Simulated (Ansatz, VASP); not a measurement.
## One calculation of BP, two programs

The input POSCAR:

```
BP
1.0
    0.0000000000      2.2683156724      2.2683156724
    2.2683156724      0.0000000000      2.2683156724
    2.2683156724      2.2683156724      0.0000000000
B P
1 1
Direct
    0.0000000000      0.0000000000      0.0000000000
    0.2500000000      0.2500000000      0.2500000000
```

File INCAR.step1:

```
PREC     = Accurate       # precision mode
ENCUT    = 520            # plane-wave cutoff, eV
ISMEAR   = 0              # smearing method
SIGMA    = 0.01           # smearing width, eV
LREAL    = False          # projectors in reciprocal space
LASPH    = True           # aspherical terms in the spheres
NELM     = 60             # most SCF steps
NBANDS   = 11             # bands
GGA      = PE             # functional
ALGO     = Normal         # electronic algorithm
EDIFF    = 1E-4           # SCF threshold, eV
LWAVE    = True           # write WAVECAR
LCHARG   = False          # write CHGCAR
```

The input INCAR.step2:

```
PREC     = Accurate       # precision mode
ENCUT    = 520            # plane-wave cutoff, eV
EDIFF    = 1E-6           # SCF threshold, eV
ISMEAR   = 0              # smearing method
SIGMA    = 0.01           # smearing width, eV
LREAL    = False          # projectors in reciprocal space
LASPH    = True           # aspherical terms in the spheres
NELM     = 60             # most SCF steps
ALGO     = Normal         # electronic algorithm
ISIF     = 2              # what is computed and relaxed
LWAVE    = False          # write WAVECAR
LCHARG   = False          # write CHGCAR
METAGGA  = R2SCAN         # meta-GGA
LMIXTAU  = True         
NBANDS   = 11             # bands
ISTART   = 1
```

Contents of KPOINTS:

```
Automatic mesh
0
Gamma
  10 10 10
```

Input for Ansatz:

```yaml
crystal:
  lattice:
    - [0.0, 2.2683156724, 2.2683156724]
    - [2.2683156724, 0.0, 2.2683156724]
    - [2.2683156724, 2.2683156724, 0.0]
  atoms:
    - { symbol: B, position: [0.0, 0.0, 0.0] }
    - { symbol: P, position: [0.25, 0.25, 0.25] }
kpoints:
  mp_grid: { grid: [10, 10, 10] }
  band_path:
    path:
      - [0.0, 0.0, 0.0]
      - [-0.5, -0.5, 0.0]
      - [-0.375, -0.375, 0.25]
      - [-0.375, 0.0, 0.375]
      - [0.0, 0.0, 0.5]
      - [-0.5, -0.25, 0.25]
      - [0.0, 0.414062, 0.414062]
    npoints: 1
hamiltonian:
  xc: r2scan
scf:
  occupations: { method: fixed }
  n_extra_bands: 4
output:
  forces: true
  stress: true
  eigenvalues: true
```

Alike in both runs: task single point; functional r2SCAN; k mesh 10 × 10 × 10; no spin polarisation.

```csv
,VASP,Ansatz
version,VASP 6.6.1,Ansatz 0.2.0
potentials or method,"VASP PAW PBE potentials, release 64 (B, P)","plane waves, PAW"
plane-wave cutoff (eV),520,500
occupations,"gaussian, width 0.01 eV",fixed
valence electrons in the cell,8,8
```

Ansatz gave:

- gap on the k mesh at the Fermi level (eV): 1.42
- pressure (GPa): 0.0

Problem. Which values does VASP return?

Solution. gap on the k mesh at the Fermi level (eV): 1.45; pressure (GPa): -0.5.

VASP's potentials were made for PBE, not for r2SCAN.
